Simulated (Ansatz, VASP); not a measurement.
One calculation of Ca, two programs

```
Ca
1.0
    -2.32950    2.32950    2.32950
     2.32950   -2.32950    2.32950
     2.32950    2.32950   -2.32950
Ca
1
Cartesian
  0.0000 0.0000 0.0000
```

Alike in both runs: task single point; functional PBE; k mesh 12 × 12 × 12; occupations gaussian, width 0.1 eV; no spin polarisation.

|  | VASP | Ansatz |
| --- | --- | --- |
| version | VASP 6.6.1 | Ansatz 0.2.0 |
| potentials or method | VASP PAW PBE potentials, release 64 (Ca_sv), cutoff 500 eV | scalar-relativistic, plane waves, PAW |
| valence electrons in the cell | 10 | 10 |

|  | VASP | Ansatz | Ansatz less VASP |
| --- | --- | --- | --- |
| gap on the k mesh at the Fermi level (eV) | none | none | - |
| pressure (GPa) | -2.3 | -2.3 | -0.01 |

A gap of «none» marks a metal or a gap that the smearing closes.
